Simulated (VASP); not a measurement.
# TiN in VASP: further runs

Runs on TiN. Level: PBE. Tasks: single point.

All numbers are computed with VASP 6.6.1; they aren't measurements. Logs are shortened: lines on timing, memory, paths and dates and some standing lists are left out, and cuts for length are marked.

**1. The cell of the first run**

The cell holds a slab with vacuum, 6 atoms: a = 3.003 Å, b = 3.003 Å, c = 21.554 Å, α = 90.00°, β = 90.00°, γ = 120.00°.

**2. Single point, PBE**

File INCAR:

```
PREC     = Accurate       # precision mode
ENCUT    = 520            # plane-wave cutoff, eV
EDIFF    = 1E-6           # SCF threshold, eV
ISMEAR   = 0              # smearing method
SIGMA    = 0.1            # smearing width, eV
LREAL    = False          # projectors in reciprocal space
LASPH    = True           # aspherical terms in the spheres
NELM     = 60             # most SCF steps
ALGO     = Normal         # electronic algorithm
ISIF     = 2              # what is computed and relaxed
LWAVE    = False          # write WAVECAR
LCHARG   = False          # write CHGCAR
LDIPOL   = True         
IDIPOL   = 3            
DIPOL    = 0.5 0.5 0.328
GGA      = PE             # functional
NBANDS   = 34             # bands
```

File KPOINTS:

```
Automatic mesh
0
Gamma
  9 9 1
```

File POSCAR:

```
TiN
1.0
    3.0028555063      0.0000000000      0.0000000000
   -1.5014277532      2.6005491524      0.0000000000
    0.0000000000      0.0000000000     21.5541471692
N Ti
3 3
Direct
    0.3333333333      0.6666666667      0.1855791356
    0.0000000000      0.0000000000      0.2993308528
    0.6666666667      0.3333333333      0.4147299344
    0.6666666667      0.3333333333      0.2424549943
    0.3333333333      0.6666666667      0.3575097830
    0.0000000000      0.0000000000      0.4664599852
```

Potentials or basis: VASP PAW PBE potentials, release 64 (N, Ti_sv).

Run with:

```bash
$ cat potpaw_PBE.64/N/POTCAR potpaw_PBE.64/Ti_sv/POTCAR > POTCAR
$ mpirun -np 1 vasp_std > vasp.out
```

OUTCAR:

```text
PREC = Accurate
   ENCUT = 520
   EDIFF = 1E-6
   ISMEAR = 0
   LREAL = False
   LASPH = True
   NELM = 60
   ISIF = 2
   GGA = PE

 ion  position               nearest neighbor table
   1  0.333  0.667  0.186-   4 2.12   4 2.12   4 2.12
   2  0.000  0.000  0.299-   4 2.12   4 2.12   4 2.12   5 2.14   5 2.14   5 2.14
   3  0.667  0.333  0.415-   6 2.06   6 2.06   6 2.06   5 2.13   5 2.13   5 2.13
   4  0.667  0.333  0.242-   2 2.12   2 2.12   2 2.12   1 2.12   1 2.12   1 2.12
   5  0.333  0.667  0.358-   3 2.13   3 2.13   3 2.13   2 2.14   2 2.14   2 2.14   6 2.92   6 2.92
                             6 2.92
   6  0.000  0.000  0.466-   3 2.06   3 2.06   3 2.06   5 2.92   5 2.92   5 2.92

  LATTYP: Found a hexagonal cell.
 ALAT       =     3.0028555063
 C/A-ratio  =     7.1778835592

  Lattice vectors:

 A1 = (   3.0028555063,   0.0000000000,   0.0000000000)
 A2 = (  -1.5014277532,   2.6005491524,   0.0000000000)
 A3 = (   0.0000000000,   0.0000000000,  21.5541471692)

Analysis of symmetry for initial positions (statically):
=====================================================================
 Subroutine PRICEL returns:
 Original cell was already a primitive cell.

 Routine SETGRP: Setting up the symmetry group for a
 hexagonal supercell.

 Subroutine GETGRP returns: Found  6 space group operations
 (whereof  6 operations were pure point group operations)
 out of a pool of 24 trial point group operations.

The static configuration has the point symmetry C_3v.

Analysis of symmetry for dynamics (positions and initial velocities):
=====================================================================
 Subroutine PRICEL returns:
 Original cell was already a primitive cell.

 Routine SETGRP: Setting up the symmetry group for a
 hexagonal supercell.

 Subroutine GETGRP returns: Found  6 space group operations
 (whereof  6 operations were pure point group operations)
 out of a pool of 24 trial point group operations.

The dynamic configuration has the point symmetry C_3v.

 Subroutine INISYM returns: Found  6 space group operations
 (whereof  6 operations are pure point group operations),
 and found     1 'primitive' translations

----------------------------------------------------------------------------------------

                                     Primitive cell

  volume of cell :     168.3179

  direct lattice vectors                    reciprocal lattice vectors
     3.002855506  0.000000000  0.000000000     0.333016357  0.192267083  0.000000000
    -1.501427753  2.600549152  0.000000000     0.000000000  0.384534166  0.000000000
     0.000000000  0.000000000 21.554147169     0.000000000  0.000000000  0.046394784

  length of vectors
     3.002855506  3.002855506 21.554147169     0.384534166  0.384534166  0.046394784

  position of ions in fractional coordinates (direct lattice)
     0.333333333  0.666666667  0.185579136
     0.000000000  0.000000000  0.299330853
     0.666666667  0.333333333  0.414729934
     0.666666667  0.333333333  0.242454994
     0.333333333  0.666666667  0.357509783
     0.000000000  0.000000000  0.466459985

  ion indices of the primitive-cell ions
   primitive index   ion index
                 1           1
                 2           2
                 3           3
                 4           4
                 5           5
                 6           6

----------------------------------------------------------------------------------------

 KPOINTS: Automatic mesh

Automatic generation of k-mesh.
 Grid dimensions read from file:
 generate k-points for:    9    9    1

 Generating k-lattice:

  Cartesian coordinates                     Fractional coordinates (reciprocal lattice)
     0.037001817  0.021363009  0.000000000     0.111111111  0.000000000  0.000000000
     0.000000000  0.042726018  0.000000000     0.000000000  0.111111111  0.000000000
     0.000000000  0.000000000  0.046394784     0.000000000  0.000000000  1.000000000

  Length of vectors
     0.042726018  0.042726018  0.046394784

  Shift w.r.t. Gamma in fractional coordinates (k-lattice)
     0.000000000  0.000000000  0.000000000

 Subroutine IBZKPT returns following result:
 ===========================================

 Found     12 irreducible k-points:

 Following reciprocal coordinates:
            Coordinates               Weight
  0.000000  0.000000  0.000000      1.000000
  0.111111 -0.000000  0.000000      6.000000
  0.222222  0.000000  0.000000      6.000000
  0.333333 -0.000000  0.000000      6.000000
  0.444444  0.000000  0.000000      6.000000
  0.111111  0.111111  0.000000      6.000000
  0.222222  0.111111  0.000000     12.000000
  0.333333  0.111111  0.000000     12.000000
  0.444444  0.111111  0.000000      6.000000
  0.222222  0.222222  0.000000      6.000000
  0.333333  0.222222  0.000000     12.000000
  0.333333  0.333333  0.000000      2.000000
   k-points           NKPTS =     12   k-points in BZ     NKDIM =     12   number of bands    NBANDS=     34
   number of dos      NEDOS =    301   number of ions     NIONS =      6
   total plane-waves  NPLWV =  92160
   dimension x,y,z NGX =    24 NGY =   24 NGZ =  160
   dimension x,y,z NGXF=    48 NGYF=   48 NGZF=  320
   ions per type =               3   3
   NGX,Y,Z   is equivalent  to a cutoff of  13.29, 13.29, 12.34 a.u.
   NGXF,Y,Z  is equivalent  to a cutoff of  26.57, 26.57, 24.68 a.u.
 SYSTEM =  unknown system
   PREC   = accura    normal or accurate (medium, high low for compatibility)
   ISTART =      0    job   : 0-new  1-cont  2-samecut
   ICHARG =      2    charge: 1-file 2-atom 10-const
   ISPIN  =      1    spin polarized calculation?
   LNONCOLLINEAR =      F non collinear calculations
   LSORBIT =      F    spin-orbit coupling
   LASPH  =      T    aspherical Exc in radial PAW
   ENCUT  =  520.0 eV  38.22 Ry    6.18 a.u.   5.58  5.58 40.08*2*pi/ulx,y,z
   NELM   =     60;   NELMIN=  2; NELMDL= -5     # of ELM steps
   EDIFF  = 0.1E-05   stopping-criterion for ELM
   LREAL  =      F    real-space projection
   EDIFFG = 0.1E-04   stopping-criterion for IOM
   NSW    =      0    number of steps for IOM
   IBRION =     -1    ionic relax: 0-MD 1-quasi-New 2-CG
   NFREE  =      0    steps in history (QN), initial steepest desc. (CG)
   ISIF   =      2    stress and relaxation
   ISYM   =      2    0-nonsym 1-usesym 2-fastsym
   POTIM  = 0.5000    time-step for ionic-motion
   TEBEG  =    0.0;   TEEND  =   0.0 temperature during run
   PSTRESS=    0.0 pullay stress
   NELECT =      51.0000    total number of electrons
   NUPDOWN=      -1.0000    fix difference up-down
   EMIN   =  10.00;   EMAX   =-10.00  energy-range for DOS
   EFERMI =   0.00;   METHOD = LEGACY
   ISMEAR =     0;   SIGMA  =   0.10  broadening in eV -4-tet -1-fermi 0-gaus
   EFERMI_NEDOS =   21; number of points for ismear=-14 and -15
   IALGO  =     38    algorithm
   IMIX   =      4    mixing-type and parameters
     AMIX     =   0.40;   BMIX     =  1.00
     AMIX_MAG =   1.60;   BMIX_MAG =  1.00
  volume/ion in A,a.u.               =      28.05       189.31
  Fermi-wavevector in a.u.,A,eV,Ry     =   1.099566  2.077879 16.450072  1.209046
  Thomas-Fermi vector in A             =   2.235963
   LORBIT       =      0    0 simple, 1 ext, 2 COOP (PROOUT), +10 PAW based schemes
   GGA     = PE    functional components
   LHFCALC =     F    Hartree Fock is set to
   AEXX    =    0.0000 exact exchange contribution
   IVDW    =     0    specifies the selected vdW correction
   LEPSILON=     F    determine dielectric tensor
   LRPA    =     F    only Hartree local field effects (RPA)
 non-spin polarized calculation
 Gauss-broadening in eV      SIGMA  =   0.10
  energy-cutoff  :      520.00
  volume of cell :      168.32
 maximum number of plane-waves:      4581
 NGX is ok and might be reduce to    24
   NGX = 11   NGY = 11   NGZ = 81

 dipolmoment           0.000000      0.000000      0.363357 electrons x Angstroem

 number of electron      51.0000013 magnetization

 dipolmoment           0.000000      0.000000     -0.157236 electrons x Angstroem

 Free energy of the ion-electron system (eV)
  ---------------------------------------------------
  ext. energy  EPLUGINS =         0.00000000
  ---------------------------------------------------
  free energy    TOTEN  =       -54.27786908 eV

  energy without entropy =      -54.24947652  energy(sigma->0) =      -54.26367280

 E-fermi :  -0.6361     XC(G=0):  -5.4474

 val. band max:       -0.6644025070   @ k =   0.2222   0.0000   0.0000
 cond. band min:      -0.6048421505   @ k =   0.3333   0.2222   0.0000
 fundamental gap:      0.0595603565
 Fermi energy:        -0.6361086363

 k-point     1 :       0.0000    0.0000    0.0000
  band No.  band energies     occupation
      1     -58.0995      2.00000
      2     -57.7906      2.00000
      3     -57.1640      2.00000
      4     -34.5731      2.00000
      5     -34.1580      2.00000
      6     -34.1580      2.00000
[... 26 lines left out ...]
     33       1.4134      0.00000
     34       1.7310      0.00000

 k-point     2 :       0.1111   -0.0000    0.0000
  band No.  band energies     occupation
      1     -58.0918      2.00000
      2     -57.7839      2.00000
      3     -57.1569      2.00000
      4     -34.5548      2.00000
      5     -34.2283      2.00000
      6     -34.1708      2.00000
[... 26 lines left out ...]
     33       1.5827      0.00000
     34       2.0069      0.00000
[... 331 lines left out ...]
     33       2.6248      0.00000
     34       2.8822      0.00000

 k-point    12 :       0.3333    0.3333    0.0000
  band No.  band energies     occupation
      1     -58.0247      2.00000
      2     -57.7262      2.00000
      3     -57.0956      2.00000
      4     -34.5107      2.00000
      5     -34.5036      2.00000
      6     -34.3719      2.00000
[... 26 lines left out ...]
     33       2.6248      0.00000
     34       2.7127      0.00000

------------------------ aborting loop because EDIFF is reached ----------------------------------------

 vacuum level on the upper side and lower side of the slab       (xc-potential included)        -1.868         1.663

  FORCE on cell =-STRESS in cart. coord.  units (eV):
  Direction    XX          YY          ZZ          XY          YZ          ZX
  --------------------------------------------------------------------------------------
  -------------------------------------------------------------------------------------
  Total       -1.8527633     -1.8527633     -3.4502322      0.0000000     -0.0000000      0.0000000
  in kB      -17.6360034    -17.6360034    -32.8419213      0.0000000     -0.0000000      0.0000000
  external PRESSURE =     -22.7046427 kB  Pullay stress =       0.0000000 kB

 VOLUME and BASIS-vectors are now :
 -----------------------------------------------------------------------------
  energy-cutoff  :      520.00
  volume of cell :      168.32
      direct lattice vectors                 reciprocal lattice vectors
     3.002855506  0.000000000  0.000000000     0.333016357  0.192267083  0.000000000
    -1.501427753  2.600549152  0.000000000     0.000000000  0.384534166  0.000000000
     0.000000000  0.000000000 21.554147169     0.000000000  0.000000000  0.046394784

 POSITION                                       TOTAL-FORCE (eV/Angst)
 -----------------------------------------------------------------------------------
     -0.00000      1.73370      4.00000        -0.000000     -0.000000      4.084810
      0.00000      0.00000      6.45182        -0.000000      0.000000      1.139920
      1.50143      0.86685      8.93915        -0.000000      0.000000     -0.001970
      1.50143      0.86685      5.22591         0.000000     -0.000000     -5.266809
     -0.00000      1.73370      7.70582        -0.000000      0.000000      0.002461
      0.00000      0.00000     10.05415        -0.000000      0.000000      0.041588
 -----------------------------------------------------------------------------------
    total drift:                               -0.000000     -0.000000      0.000056

  FREE ENERGIE OF THE ION-ELECTRON SYSTEM (eV)
  ---------------------------------------------------
  free  energy   TOTEN  =       -54.2778690793 eV

  energy  without entropy=      -54.2494765189  energy(sigma->0) =      -54.26367280

 vacuum level on the upper side and lower side of the slab         3.930         7.566
```

Run time: 2.1 min. Hardware: 1 thread of Intel Xeon 6975P-C (Granite Rapids), shared host; peak memory 0.3 GiB.

What came out:

| Property | Result |
| --- | --- |
| Free energy | -54.2779 eV |
| Largest force | 5.267 eV/Å |

Forces on the atoms (eV/Å):
```
N    0.000  0.000  4.085
N    0.000  0.000  1.140
N    0.000  0.000 -0.002
Ti   0.000  0.000 -5.267
Ti   0.000  0.000  0.002
Ti   0.000  0.000  0.042
```

Levels at points of the mesh, in eV from the Fermi level:
| k point | band 22 | band 23 | band 24 | band 25 | band 26 | band 27 | band 28 | band 29 |
| --- | --- | --- | --- | --- | --- | --- | --- | --- |
| (0.00, 0.00, 0.00) | -1.22 | -0.53 | -0.22 | -0.22 | 0.38 | 0.38 | 0.53 | 1.57 |

**3. Single point, PBE**

This run uses another cell than the first one, of 26.20 Å³/atom, 0.934 times its volume.

File INCAR:

```
PREC = Accurate
ENCUT = 520
EDIFF = 1E-6
ISMEAR = 0
SIGMA = 0.1
LREAL = False
LASPH = True
NELM = 100
ALGO = Normal
ISIF = 2
LWAVE = False
LCHARG = False
LDIPOL = True
IDIPOL = 3
DIPOL = 0.5 0.5 0.500
GGA = PE
NBANDS = 34
```

File KPOINTS:

```
regular mesh
0
Gamma
  12 12 1
```

File POSCAR:

```
TiN
1.0
    3.0028555063      0.0000000000      0.0000000000
   -1.5014277532      2.6005491524      0.0000000000
    0.0000000000      0.0000000000     20.1295531349
N Ti
3 3
Direct
    0.3333333333      0.6666666667      0.3477474116
    0.0000000000      0.0000000000      0.4695494823
    0.6666666667      0.3333333333      0.5931155034
    0.6666666667      0.3333333333      0.4086484470
    0.3333333333      0.6666666667      0.5318458092
    0.0000000000      0.0000000000      0.6485065556
```

Potentials or basis: VASP PAW PBE potentials, release 64 (N, Ti_sv).

Run with:

```bash
$ cat potpaw_PBE.64/N/POTCAR potpaw_PBE.64/Ti_sv/POTCAR > POTCAR
$ mpirun -np 1 vasp_std > vasp.out
```

Wall time 2.5 min (1 thread of Intel Xeon 6975P-C (Granite Rapids), shared host); peak memory 0.31 GiB.

It converged, with:

| Property | Result |
| --- | --- |
| Free energy | -54.2747 eV |
| Largest force | 5.268 eV/Å |

Forces in eV/Å, atoms in the order of the input:
```
N    0.000  0.000  4.098
N    0.000  0.000  1.143
N    0.000  0.000 -0.002
Ti   0.000  0.000 -5.268
Ti   0.000  0.000 -0.012
Ti   0.000  0.000  0.041
```

Levels at points of the mesh, in eV from the Fermi level:
| k point | band 21 | band 22 | band 23 | band 24 | band 25 | band 26 | band 27 | band 28 | band 29 | band 30 |
| --- | --- | --- | --- | --- | --- | --- | --- | --- | --- | --- |
| (0.00, 0.00, 0.00) | -3.15 | -1.21 | -0.53 | -0.22 | -0.22 | 0.38 | 0.38 | 0.54 | 1.58 | 1.58 |
| (0.50, 0.00, 0.00) | -3.54 | -2.44 | -1.66 | -0.45 | -0.25 | 0.19 | 1.08 | 1.92 | 2.19 | 2.20 |
